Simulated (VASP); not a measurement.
Here is a VASP 6.6.1 calculation.

The input INCAR:

```
SYSTEM = Au
ALGO = Fast ; EDIFF = 1E-7
ENCUT = 520 ; GGA = PE
ISIF = 2 ; ISMEAR = -1
LASPH = .True. ; LCHARG = .True.
LELF = .True. ; LREAL = .False.
LVHAR = .True. ; LWAVE = .False.
NBANDS = 18 ; NELM = 60
PREC = Accurate ; SIGMA = 0.05
```

KPOINTS

```
k-points
0
Gamma
  11 11 6
  0 0 0
```

POSCAR

```
Au
1.0
    1.4298819627     -2.5895675798      0.0000000000
    1.4298819627      2.5895675798      0.0000000000
    0.0000000000      0.0000000000      4.9575608049
Au
2
Direct
    0.3346720300      0.6653279700      0.2500000000
    0.6653279700      0.3346720300      0.7500000000
```

Potentials or basis: VASP PAW PBE potentials, release 64 (Au).

The run is started by

```console
$ cat potpaw_PBE.64/Au/POTCAR > POTCAR
$ mpirun -np 1 vasp_std > vasp.out
```

Predict the largest force.

0.010 eV/Å.

Estimate the band gap on the k mesh.

zero (bands 11 and 12 overlap by 6.03 eV).

Stress tensor (GPa, compression positive):
```
-0.26  0.00  0.00
 0.00 -3.93  0.00
 0.00  0.00 -3.35
```

Caveat: spin-orbit coupling is left out, which moves the levels of the heavy elements.
